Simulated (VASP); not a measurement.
A run of VASP 6.6.1:

POSCAR

```
HfB2
1.0
    0.0000000000      2.7160800000      2.7160800000
    2.7160800000      0.0000000000      2.7160800000
    2.7160800000      2.7160800000      0.0000000000
Hf B
1 2
Direct
    0.0000000000      0.0000000000      0.0000000000
    0.2500000000      0.2500000000      0.2500000000
    0.7500000000      0.7500000000      0.7500000000
```

INCAR.step1

```
SYSTEM = HfB2
ALGO     = Normal         ! electronic algorithm
EDIFF    = 1E-5           ! SCF threshold, eV
ENCUT    = 520            ! plane-wave cutoff, eV
GGA      = PE             ! functional
ISIF     = 2              ! what is computed and relaxed
ISMEAR   = -1             ! smearing method
LASPH    = .TRUE.         ! aspherical terms in the spheres
LREAL    = .FALSE.        ! projectors in reciprocal space
LWAVE    = .TRUE.         ! write WAVECAR
NBANDS   = 15             ! bands
NELM     = 60             ! most SCF steps
PREC     = Accurate       ! precision mode
SIGMA    = 0.05           ! smearing width, eV
```

File INCAR.step2:

```
SYSTEM = HfB2
AEXX     = 0.5            ! exact-exchange fraction
ALGO     = Normal         ! electronic algorithm
EDIFF    = 1E-6           ! SCF threshold, eV
ENCUT    = 520            ! plane-wave cutoff, eV
GGA      = PE             ! functional
HFSCREEN = 0.2            ! screening, 1/A
ISIF     = 2              ! what is computed and relaxed
ISMEAR   = -1             ! smearing method
ISTART   = 1            
LASPH    = .TRUE.         ! aspherical terms in the spheres
LCHARG   = .TRUE.         ! write CHGCAR
LELF     = .TRUE.         ! ELF
LHFCALC  = .TRUE.         ! exact exchange
LREAL    = .FALSE.        ! projectors in reciprocal space
LVHAR    = .TRUE.       
LWAVE    = .FALSE.        ! write WAVECAR
NBANDS   = 15             ! bands
NELM     = 60             ! most SCF steps
PREC     = Accurate       ! precision mode
PRECFOCK = Normal       
SIGMA    = 0.05           ! smearing width, eV
```

File KPOINTS:

```
k-points
0
G
  5 5 5
  0 0 0
```

Potentials or basis: VASP PAW PBE potentials, release 64 (Hf_pv, B).

Run with:

```bash
$ cat potpaw_PBE.64/Hf_pv/POTCAR potpaw_PBE.64/B/POTCAR > POTCAR
$ cp INCAR.step1 INCAR
$ mpirun -np 1 vasp_std > vasp.out
$ cp INCAR.step2 INCAR
$ mpirun -np 1 vasp_std > vasp.out
```

Hardware: 1 thread of Intel(R) Xeon(R) Platinum 8488C (Sapphire Rapids), on a shared host.

Problem. Estimate the wall time of this run.

Solution. It took 11 min on 1 thread of Intel(R) Xeon(R) Platinum 8488C (Sapphire Rapids), on a shared host, peak memory 0.28 GiB. Counts: k points 10.
